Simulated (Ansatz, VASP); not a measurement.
# One calculation of Al3BSb2, two programs

```xyz
6
Lattice="2.1370 -9.2070 0.0000 2.1370 9.2070 0.0000 0.0000 0.0000 3.2483" Properties=species:S:1:pos:R:3 pbc="T T T"
Al    2.1370    7.8212    1.6241
Al    2.1370   -7.8212    1.6241
Al    2.1370    0.0000    0.0000
B     0.0000    0.0000    0.0000
Sb    2.1370   -3.1007    1.6241
Sb    2.1370    3.1007    1.6241
```

Change from the starting cell: species swapped into the Li2BiO3 type (Cmmm, No. 65).

Alike in both runs: functional PBE; k mesh 4 × 4 × 6; occupations gaussian, width 0.1 eV; no spin polarisation.

Ansatz relaxed the structure, and its values are those at the end. VASP's run is a single point on that final structure, the one shown.

|  | VASP | Ansatz |
| --- | --- | --- |
| version | VASP 6.6.1 | Ansatz 0.2.0 |
| potentials or method | VASP PAW PBE potentials, release 64 (Al, B, Sb), cutoff 500 eV | scalar-relativistic, plane waves, PAW |
| valence electrons in the cell | 22 | 42 |

|  | VASP | Ansatz | Ansatz less VASP |
| --- | --- | --- | --- |
| gap on the k mesh at the Fermi level (eV) | none | none | - |
| pressure (GPa) | 0.4 | 0.3 | -0.04 |
| rms of the force components (eV/Å) | 0.014 | 0.003 | -0.0117 |

A gap of «none» marks a metal or a gap that the smearing closes. VASP's potentials hold 22 valence electrons a cell and Ansatz's 42, so a difference there can come from the potentials and not from the codes.

The k mesh is coarse, so the values compare programs but aren't converged. Neither program's run includes spin-orbit coupling.
